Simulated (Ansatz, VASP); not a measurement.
**Two plane-wave programs on MgO2**

The input INCAR:

```
PREC = Accurate ; ENCUT = 520
EDIFF = 1E-6 ; ISMEAR = 0
SIGMA = 0.05 ; LREAL = False
LASPH = True ; NELM = 100
ALGO = Normal ; ISIF = 2
LWAVE = False ; LCHARG = False
NBANDS = 14
```

KPOINTS

```
regular mesh
0
Gamma
  12 12 12
```

POSCAR

```
MgO2
1.0
    1.4844039398      0.8570210142      3.4939788749
   -1.4844039398      0.8570210142      3.4939788749
    0.0000000000     -1.7140420285      3.4939788749
Mg O
1 2
Direct
    0.0000000000      0.0000000000      0.0000000000
    0.4287860000      0.4287860000      0.4287860000
    0.5712140000      0.5712140000      0.5712140000
```

Input for Ansatz:

```yaml
crystal:
  lattice:
    - [1.4844039398, 0.8570210142, 3.4939788749]
    - [-1.4844039398, 0.8570210142, 3.4939788749]
    - [0.0, -1.7140420285, 3.4939788749]
  atoms:
    - { symbol: Mg, position: [0.0, 0.0, 0.0] }
    - { symbol: O, position: [0.428786, 0.428786, 0.428786] }
    - { symbol: O, position: [0.571214, 0.571214, 0.571214] }
basis:
  ecutwfc: 420
kpoints:
  mp_grid: { grid: [12, 12, 12] }
hamiltonian:
  xc: lda
scf:
  occupations: { method: gaussian, width: 0.05 }
output:
  forces: true
  stress: true
  eigenvalues: true
```

Change from the starting cell: strain -0.0750 x Voigt [1, 1, 0, 0, 0, 0], atoms carried along.

Alike in both runs: task single point; functional LDA; k mesh 12 × 12 × 12; occupations gaussian, width 0.05 eV; no spin polarisation.

|  | VASP | Ansatz |
| --- | --- | --- |
| version | VASP 6.6.1 | Ansatz 0.2.0 |
| potentials or method | VASP PAW LDA potentials, release 64 (Mg, O), cutoff 520 eV | scalar-relativistic, plane waves, PAW |
| valence electrons in the cell | 14 | 22 |

|  | VASP | Ansatz | Ansatz less VASP |
| --- | --- | --- | --- |
| gap on the k mesh at the Fermi level (eV) | 1.84 | 1.87 | +0.031 |
| least direct gap on the mesh (eV) | 1.84 | 1.87 | +0.031 |
| pressure (GPa) | 8.7 | 9.2 | +0.46 |
| traceless stress, the component that is largest in VASP (GPa) | -17.75 | -19.26 | -1.514 |
| rms of the force components (eV/Å) | 0.650 | 0.753 | +0.1023 |

LDA's correlation is that of Perdew and Zunger in VASP and of Perdew and Wang (1992) in Ansatz. Atom by atom the forces differ by 0.102 eV/Å (rms over components). VASP's potentials hold 14 valence electrons a cell and Ansatz's 22, so a difference there can come from the potentials and not from the codes.
